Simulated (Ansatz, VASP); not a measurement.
**Two plane-wave programs on AlRu**

File INCAR:

```
SYSTEM = AlRu
PREC = Accurate ; ENCUT = 520
EDIFF = 1E-6 ; ISMEAR = 0
SIGMA = 0.15 ; LREAL = .FALSE.
LASPH = .TRUE. ; NELM = 80
ALGO = Fast ; ISIF = 2
LWAVE = .FALSE. ; LCHARG = .FALSE.
GGA = CA ; NBANDS = 16
```

KPOINTS

```
regular mesh
0
G
  16 16 16
  0 0 0
```

File POSCAR:

```
AlRu
1.0
    2.9916000000      0.0000000000      0.0000000000
    0.0000000000      2.9916000000      0.0000000000
    0.0000000000      0.0000000000      2.9916000000
Al Ru
1 1
Direct
    0.0000000000      0.0041783661      0.0000000000
    0.5000000000      0.5000000000      0.5000000000
```

Input for Ansatz:

```yaml
crystal:
  lattice:
    - [2.9916, 0.0, 0.0]
    - [0.0, 2.9916, 0.0]
    - [0.0, 0.0, 2.9916]
  atoms:
    - { symbol: Al, position: [0.0, 0.0041783661, 0.0] }
    - { symbol: Ru, position: [0.5, 0.5, 0.5] }
basis:
  ecutwfc: 420
kpoints:
  mp_grid: { grid: [16, 16, 16] }
hamiltonian:
  xc: lda
scf:
  occupations: { method: gaussian, width: 0.15 }
output:
  forces: true
  stress: true
  eigenvalues: true
```

Change from the starting cell: all Al atoms moved +0.013 Å, as atom 1 along Cartesian [0 1 0].

Alike in both runs: task single point; functional LDA; k mesh 16 × 16 × 16; occupations gaussian, width 0.15 eV; no spin polarisation.

|  | VASP | Ansatz |
| --- | --- | --- |
| version | VASP 6.6.1 | Ansatz 0.2.0 |
| potentials or method | VASP PAW LDA potentials, release 64 (Al, Ru_pv), cutoff 520 eV | scalar-relativistic, plane waves, PAW |
| valence electrons in the cell | 17 | 19 |

```tsv
	VASP	Ansatz	Ansatz less VASP
gap on the k mesh at the Fermi level (eV)	none	none	-
pressure (GPa)	-7.5	-8.1	-0.53
rms of the force components (eV/Å)	0.052	0.051	-0.0009
```

LDA's correlation is that of Perdew and Zunger in VASP and of Perdew and Wang (1992) in Ansatz. Atom by atom the forces differ by 0.001 eV/Å (rms over components). A gap of «none» marks a metal or a gap that the smearing closes. VASP's potentials hold 17 valence electrons a cell and Ansatz's 19, so a difference there can come from the potentials and not from the codes.
